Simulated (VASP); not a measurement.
# Ni (Im-3m) in VASP: further runs

Ni is run at these levels: PBEsol, BLYP, r2SCAN; tasks: single point.

All numbers are computed with VASP 6.6.1; they aren't measurements. Logs are shortened: lines on timing, memory, paths and dates and some standing lists are left out, and cuts for length are marked.

## Step 1: The cell of the first run

The structure is cubic, space group Im-3m (No. 229). Conventional cell: a = 2.767 Å, b = 2.767 Å, c = 2.767 Å, α = 90.00°, β = 90.00°, γ = 90.00°. Within 3.2 Å of Ni (site symmetry m-3m) lie 14 Ni at 2.40 to 2.77 Å.

## Step 2: Single point, PBEsol, collinear spin, ferromagnetic start

The input, INCAR:

```
PREC = Accurate
ENCUT = 520
EDIFF = 1E-6
ISMEAR = -1
SIGMA = 0.1
LREAL = False
LASPH = True
NELM = 150
ALGO = Normal
ISIF = 2
LWAVE = False
LCHARG = False
ISPIN = 2
MAGMOM = 1
LORBIT = 11
LMAXMIX = 4
GGA = PS
NBANDS = 15
```

The input, KPOINTS:

```
Automatic mesh
0
Gamma
  17 17 17
```

The input, POSCAR:

```
Ni
1.0
   -1.3837200000      1.3837200000      1.3837200000
    1.3837200000     -1.3837200000      1.3837200000
    1.3837200000      1.3837200000     -1.3837200000
Ni
1
Direct
    0.0000000000      0.0000000000      0.0000000000
```

Potentials or basis: VASP PAW PBE potentials, release 64 (Ni).

Launch:

```bash
> cat potpaw_PBE.64/Ni/POTCAR > POTCAR
> mpirun -np 1 vasp_std > vasp.out
```

OUTCAR:

```text
PREC = Accurate
   ENCUT = 520
   EDIFF = 1E-6
   ISMEAR = -1
   LREAL = False
   LASPH = True
   NELM = 150
   ISIF = 2
   ISPIN = 2
   LORBIT = 11
   GGA = PS

 ion  position               nearest neighbor table
   1  0.000  0.000  0.000-

  LATTYP: Found a body centered cubic cell.
 ALAT       =     2.7674400000

  Lattice vectors:

 A1 = (  -1.3837200000,   1.3837200000,   1.3837200000)
 A2 = (   1.3837200000,  -1.3837200000,   1.3837200000)
 A3 = (   1.3837200000,   1.3837200000,  -1.3837200000)

Analysis of symmetry for initial positions (statically):
=====================================================================
 Subroutine PRICEL returns:
 Original cell was already a primitive cell.

 Routine SETGRP: Setting up the symmetry group for a
 body centered cubic supercell.

 Subroutine GETGRP returns: Found 48 space group operations
 (whereof 48 operations were pure point group operations)
 out of a pool of 48 trial point group operations.

The static configuration has the point symmetry O_h .

Analysis of symmetry for dynamics (positions and initial velocities):
=====================================================================
 Subroutine PRICEL returns:
 Original cell was already a primitive cell.

 Routine SETGRP: Setting up the symmetry group for a
 body centered cubic supercell.

 Subroutine GETGRP returns: Found 48 space group operations
 (whereof 48 operations were pure point group operations)
 out of a pool of 48 trial point group operations.

The dynamic configuration has the point symmetry O_h .

Analysis of structural, dynamic, and magnetic symmetry:
=====================================================================
 Subroutine PRICEL returns:
 Original cell was already a primitive cell.

 Routine SETGRP: Setting up the symmetry group for a
 body centered cubic supercell.

 Subroutine GETGRP returns: Found 48 space group operations
 (whereof 48 operations were pure point group operations)
 out of a pool of 48 trial point group operations.

The overall configuration has the point symmetry O_h .

 Subroutine INISYM returns: Found 48 space group operations
 (whereof 48 operations are pure point group operations),
 and found     1 'primitive' translations

----------------------------------------------------------------------------------------

                                     Primitive cell

  volume of cell :      10.5975

  direct lattice vectors                    reciprocal lattice vectors
    -1.383720000  1.383720000  1.383720000     0.000000000  0.361344781  0.361344781
     1.383720000 -1.383720000  1.383720000     0.361344781  0.000000000  0.361344781
     1.383720000  1.383720000 -1.383720000     0.361344781  0.361344781  0.000000000

  length of vectors
     2.396673343  2.396673343  2.396673343     0.511018690  0.511018690  0.511018690

  position of ions in fractional coordinates (direct lattice)
     0.000000000  0.000000000  0.000000000

  ion indices of the primitive-cell ions
   primitive index   ion index
                 1           1

----------------------------------------------------------------------------------------

 KPOINTS: Automatic mesh

Automatic generation of k-mesh.
 Grid dimensions read from file:
 generate k-points for:   17   17   17

 Generating k-lattice:

  Cartesian coordinates                     Fractional coordinates (reciprocal lattice)
     0.000000000  0.021255575  0.021255575     0.058823529  0.000000000  0.000000000
     0.021255575  0.000000000  0.021255575     0.000000000  0.058823529  0.000000000
     0.021255575  0.021255575  0.000000000     0.000000000  0.000000000  0.058823529

  Length of vectors
     0.030059923  0.030059923  0.030059923

  Shift w.r.t. Gamma in fractional coordinates (k-lattice)
     0.000000000  0.000000000  0.000000000

 Subroutine IBZKPT returns following result:
 ===========================================

 Found    165 irreducible k-points:

 Following reciprocal coordinates:
            Coordinates               Weight
  0.000000  0.000000  0.000000      1.000000
  0.058824  0.000000  0.000000     12.000000
  0.117647  0.000000  0.000000     12.000000
  0.176471  0.000000  0.000000     12.000000
  0.235294  0.000000  0.000000     12.000000
  0.294118  0.000000  0.000000     12.000000
[... 16 lines left out ...]
  0.411765  0.117647  0.000000     48.000000
  0.176471  0.176471  0.000000     24.000000
 [... further k-points ...]
   k-points           NKPTS =    165   k-points in BZ     NKDIM =    165   number of bands    NBANDS=     15
   number of dos      NEDOS =    301   number of ions     NIONS =      1
   total plane-waves  NPLWV =   5832
   dimension x,y,z NGX =    18 NGY =   18 NGZ =   18
   dimension x,y,z NGXF=    36 NGYF=   36 NGZF=   36
   ions per type =               1
   NGX,Y,Z   is equivalent  to a cutoff of  12.49, 12.49, 12.49 a.u.
   NGXF,Y,Z  is equivalent  to a cutoff of  24.97, 24.97, 24.97 a.u.
 SYSTEM =  unknown system
   PREC   = accura    normal or accurate (medium, high low for compatibility)
   ISTART =      0    job   : 0-new  1-cont  2-samecut
   ICHARG =      2    charge: 1-file 2-atom 10-const
   ISPIN  =      2    spin polarized calculation?
   LNONCOLLINEAR =      F non collinear calculations
   LSORBIT =      F    spin-orbit coupling
   LASPH  =      T    aspherical Exc in radial PAW
   ENCUT  =  520.0 eV  38.22 Ry    6.18 a.u.   4.46  4.46  4.46*2*pi/ulx,y,z
   NELM   =    150;   NELMIN=  2; NELMDL= -5     # of ELM steps
   EDIFF  = 0.1E-05   stopping-criterion for ELM
   LREAL  =      F    real-space projection
   EDIFFG = 0.1E-04   stopping-criterion for IOM
   NSW    =      0    number of steps for IOM
   IBRION =     -1    ionic relax: 0-MD 1-quasi-New 2-CG
   NFREE  =      0    steps in history (QN), initial steepest desc. (CG)
   ISIF   =      2    stress and relaxation
   ISYM   =      2    0-nonsym 1-usesym 2-fastsym
   POTIM  = 0.5000    time-step for ionic-motion
   TEBEG  =    0.0;   TEEND  =   0.0 temperature during run
   PSTRESS=    0.0 pullay stress
   NELECT =      10.0000    total number of electrons
   NUPDOWN=      -1.0000    fix difference up-down
   EMIN   =  10.00;   EMAX   =-10.00  energy-range for DOS
   EFERMI =   0.00;   METHOD = LEGACY
   ISMEAR =    -1;   SIGMA  =   0.10  broadening in eV -4-tet -1-fermi 0-gaus
   EFERMI_NEDOS =   21; number of points for ismear=-14 and -15
   IALGO  =     38    algorithm
   IMIX   =      4    mixing-type and parameters
     AMIX     =   0.40;   BMIX     =  1.00
     AMIX_MAG =   1.60;   BMIX_MAG =  1.00
  volume/ion in A,a.u.               =      10.60        71.52
  Fermi-wavevector in a.u.,A,eV,Ry     =   1.605733  3.034395 35.080961  2.578378
  Thomas-Fermi vector in A             =   2.702032
   LORBIT       =     11    0 simple, 1 ext, 2 COOP (PROOUT), +10 PAW based schemes
   GGA     = PS    functional components
   LHFCALC =     F    Hartree Fock is set to
   AEXX    =    0.0000 exact exchange contribution
   IVDW    =     0    specifies the selected vdW correction
   LEPSILON=     F    determine dielectric tensor
   LRPA    =     F    only Hartree local field effects (RPA)
 spin polarized calculation
  energy-cutoff  :      520.00
  volume of cell :       10.60
 maximum number of plane-waves:       321
 NGX is ok and might be reduce to    18
   NGX =  9   NGY =  9   NGZ =  9

 number of electron      10.0000004 magnetization       0.4800227

 Free energy of the ion-electron system (eV)
  ---------------------------------------------------
  ext. energy  EPLUGINS =         0.00000000
  ---------------------------------------------------
  free energy    TOTEN  =        -6.06061870 eV

  energy without entropy =       -5.99978905  energy(sigma->0) =       -6.03020387

 E-fermi :   9.4445     XC(G=0): -13.5878

 val. band max:        9.4414197872   @ k =  -0.3529   0.3529   0.1765
 cond. band min:       9.4493610773   @ k =   0.4706   0.0000   0.0000
 fundamental gap:      0.0079412900
 Fermi energy:         9.4445113606

 spin component 1

 k-point     1 :       0.0000    0.0000    0.0000
  band No.  band energies     occupation
      1       0.3176      1.00000
      2       7.1274      1.00000
      3       7.1274      1.00000
      4       7.1274      1.00000
      5       8.5618      0.99985
      6       8.5618      0.99985
      7      36.1364      0.00000
      8      36.1364      0.00000
      9      36.1364      0.00000
     10      41.1991      0.00000
     11      41.1991      0.00000
     12      42.4277      0.00000
     13      42.4277      0.00000
     14      42.4277      0.00000
     15      43.0770      0.00000
[... 397 lines left out ...]
 k-point    24 :       0.1765    0.1765    0.0000
  band No.  band energies     occupation
      1       3.7257      1.00000
      2       6.5994      1.00000
      3       6.6572      1.00000
      4       8.2427      0.99999
      5       8.6838      0.99950
      6       8.9990      0.98851
      7      24.9305      0.00000
      8      25.7424      0.00000
      9      31.4777      0.00000
     10      36.4583      0.00000
     11      39.8277      0.00000
     12      43.4319      0.00000
     13      46.6126      0.00000
     14      49.6979      0.00000
     15      51.9122      0.00000

 [... further k-points ...]

 spin component 2

 k-point     1 :       0.0000    0.0000    0.0000
  band No.  band energies     occupation
      1       0.3242      1.00000
      2       7.6729      1.00000
      3       7.6729      1.00000
      4       7.6729      1.00000
      5       9.0232      0.98542
      6       9.0232      0.98542
      7      36.0767      0.00000
      8      36.0767      0.00000
      9      36.0767      0.00000
     10      41.1718      0.00000
     11      41.1718      0.00000
     12      42.5883      0.00000
     13      42.5883      0.00000
     14      42.5883      0.00000
     15      43.2129      0.00000
[... 397 lines left out ...]
 k-point    24 :       0.1765    0.1765    0.0000
  band No.  band energies     occupation
      1       3.7786      1.00000
      2       7.0632      1.00000
      3       7.1506      1.00000
      4       8.7223      0.99927
      5       9.1852      0.93039
      6       9.5242      0.31060
      7      25.0397      0.00000
      8      25.8516      0.00000
      9      31.5605      0.00000
     10      36.4661      0.00000
     11      39.8913      0.00000
     12      43.4772      0.00000
     13      46.7046      0.00000
     14      49.7178      0.00000
     15      52.0104      0.00000

 [... further k-points ...]
[... 5 lines left out ...]
  --------------------------------------------------------------------------------------
  -------------------------------------------------------------------------------------
  Total       -0.1697520     -0.1697520     -0.1697520      0.0000000     -0.0000000      0.0000000
  in kB      -25.6637989    -25.6637989    -25.6637989      0.0000000     -0.0000000      0.0000000
  external PRESSURE =     -25.6637989 kB  Pullay stress =       0.0000000 kB

 VOLUME and BASIS-vectors are now :
 -----------------------------------------------------------------------------
  energy-cutoff  :      520.00
  volume of cell :       10.60
      direct lattice vectors                 reciprocal lattice vectors
    -1.383720000  1.383720000  1.383720000     0.000000000  0.361344781  0.361344781
     1.383720000 -1.383720000  1.383720000     0.361344781  0.000000000  0.361344781
     1.383720000  1.383720000 -1.383720000     0.361344781  0.361344781  0.000000000

 POSITION                                       TOTAL-FORCE (eV/Angst)
 -----------------------------------------------------------------------------------
      0.00000      0.00000      0.00000         0.000000     -0.000000     -0.000000
 -----------------------------------------------------------------------------------
    total drift:                                0.000000      0.000000      0.000000

  FREE ENERGIE OF THE ION-ELECTRON SYSTEM (eV)
  ---------------------------------------------------
  free  energy   TOTEN  =        -6.0606186956 eV

  energy  without entropy=       -5.9997890458  energy(sigma->0) =       -6.03020387

 total charge

# of ion       s       p       d       tot
------------------------------------------
    1        0.505   0.518   8.341   9.365

 magnetization (x)

# of ion       s       p       d       tot
------------------------------------------
    1       -0.003  -0.014   0.501   0.484
```

Wall time 29 s (1 thread of Intel Xeon Platinum 8488C (Sapphire Rapids), shared host); peak memory 0.15 GiB.

What came out:

* Free energy: -6.0606 eV
* Pressure: -2.6 GPa
* Net moment: 0.48 μB per cell
* Site moments: Ni +0.48 μB
* Valence electrons inside the program's atomic spheres: Ni 9.37

Caveat: the PAW data sets were made with another functional, which shifts forces and pressure a little.

## Step 3: Single point, BLYP, collinear spin, ferromagnetic start

The input, INCAR:

```
AGGAC = 1.0 ; AGGAX = 1.0
ALDAC = 0.0 ; ALDAX = 1.0
ALGO = Normal ; EDIFF = 1E-6
ENCUT = 520 ; GGA = B5
ISIF = 2 ; ISMEAR = -1
ISPIN = 2 ; LASPH = True
LCHARG = False ; LMAXMIX = 4
LORBIT = 11 ; LREAL = False
LWAVE = False ; MAGMOM = 1
NBANDS = 15 ; NELM = 150
PREC = Accurate ; SIGMA = 0.1
```

The input, KPOINTS:

```
k-points
0
Gamma
  17 17 17
```

POSCAR is that of step 2.

Potentials or basis: VASP PAW PBE potentials, release 64 (Ni).

Launch:

```bash
> cat potpaw_PBE.64/Ni/POTCAR > POTCAR
> mpirun -np 1 vasp_std > vasp.out
```

It took 31 s on 1 thread of Intel Xeon Platinum 8488C (Sapphire Rapids), shared host; peak memory 0.15 GiB.

The run converged. Its results:

```yaml
Free_energy: -4.5012 eV
Pressure: 17.4 GPa
Net_moment: 0.42 μB per cell
Site_moments: Ni +0.42 μB
Valence_electrons_inside_the_program's_atomic_spheres: Ni 9.40
```

Levels at points of the mesh, in eV from the Fermi level:
Spin up:
```csv
k point,band 3,band 4,band 5,band 6,band 7,band 8
"(0.00, 0.00, 0.00)",-2.28,-2.28,-0.84,-0.84,27.09,27.09
```
Spin down:
```csv
k point,band 1,band 2,band 3,band 4,band 5,band 6,band 7,band 8,band 9,band 10
"(0.00, 0.00, 0.00)",-8.90,-1.78,-1.78,-1.78,-0.48,-0.48,27.03,27.03,27.03,32.13
```

Caveat: the PAW data sets were made with another functional, which shifts forces and pressure a little.

## Step 4: Single point, r2SCAN, collinear spin, ferromagnetic start

POSCAR is that of step 3.

The input, INCAR.step1:

```
PREC     = Accurate       # precision mode
ENCUT    = 520            # plane-wave cutoff, eV
ISMEAR   = -1             # smearing method
SIGMA    = 0.1            # smearing width, eV
LREAL    = F              # projectors in reciprocal space
LASPH    = T              # aspherical terms in the spheres
NELM     = 150            # most SCF steps
ISPIN    = 2              # spin polarisation
MAGMOM   = 1              # initial moments
LMAXMIX  = 4              # l up to which the mixer works
NBANDS   = 15             # bands
GGA      = PE             # functional
ALGO     = Normal         # electronic algorithm
EDIFF    = 1E-4           # SCF threshold, eV
LWAVE    = T              # write WAVECAR
LCHARG   = F              # write CHGCAR
```

The input, INCAR.step2:

```
PREC     = Accurate       # precision mode
ENCUT    = 520            # plane-wave cutoff, eV
EDIFF    = 1E-6           # SCF threshold, eV
ISMEAR   = -1             # smearing method
SIGMA    = 0.1            # smearing width, eV
LREAL    = F              # projectors in reciprocal space
LASPH    = T              # aspherical terms in the spheres
NELM     = 150            # most SCF steps
ALGO     = Normal         # electronic algorithm
ISIF     = 2              # what is computed and relaxed
LWAVE    = F              # write WAVECAR
LCHARG   = F              # write CHGCAR
ISPIN    = 2              # spin polarisation
MAGMOM   = 1              # initial moments
LORBIT   = 11             # projections on sites
LMAXMIX  = 4              # l up to which the mixer works
METAGGA  = R2SCAN         # meta-GGA
LMIXTAU  = T            
NBANDS   = 15             # bands
ISTART   = 1
```

The input, KPOINTS:

```
Automatic mesh
0
Gamma
  17 17 17
```

Launch:

```bash
> cat potpaw_PBE.64/Ni/POTCAR > POTCAR
> cp INCAR.step1 INCAR
> mpirun -np 1 vasp_std > vasp.out
> cp INCAR.step2 INCAR
> mpirun -np 1 vasp_std > vasp.out
```

Run time: 1.8 min. Hardware: 1 thread of Intel Xeon Platinum 8488C (Sapphire Rapids), shared host; peak memory 0.16 GiB.

Results (log left out):

```
Free energy                                           : -11.8512 eV
Pressure                                              : 0.5 GPa
Net moment                                            : 0.64 μB per cell
Site moments                                          : Ni +0.66 μB
Valence electrons inside the program's atomic spheres : Ni 9.40
```

Levels at points of the mesh, in eV from the Fermi level:
Spin up:
| k point | band 1 | band 2 | band 3 | band 4 | band 5 | band 6 | band 7 | band 8 | band 9 | band 10 |
| --- | --- | --- | --- | --- | --- | --- | --- | --- | --- | --- |
| (0.00, 0.00, 0.00) | -9.42 | -2.73 | -2.73 | -2.73 | -1.20 | -1.20 | 27.74 | 27.74 | 27.74 | 32.94 |
Spin down:
```csv
k point,band 1,band 2,band 3,band 4,band 5,band 6,band 7,band 8,band 9,band 10
"(0.00, 0.00, 0.00)",-9.61,-1.60,-1.60,-1.60,-0.51,-0.51,27.71,27.71,27.71,32.94
```

Caveat: the PAW data sets were made with another functional, which shifts forces and pressure a little.

## Step 5: Overview

```tsv
level	gap on the mesh (eV)	pressure (GPa)	moment (μB)
PBEsol	none	-2.6	0.48
BLYP	none	17.4	0.42
r2SCAN	none	0.5	0.64
```

Alike in all rows: task single point; potentials or basis VASP PAW PBE potentials, release 64 (Ni); spin collinear, ferromagnetic start; cell as given; k mesh 17 × 17 × 17; cutoff (eV) 520; smearing fermi-dirac 0.1 eV.

Every run on the cell as given and a fine mesh finds a metal. The pressure there spans -2.6 GPa (PBEsol) to 17.4 GPa (BLYP); a positive pressure means that this level wants a larger cell, a negative one a smaller.

Caveats: the PAW data sets were made with another functional, which shifts forces and pressure a little.

Total energies depend on the potentials used, so only differences within one code and one set of settings carry meaning.
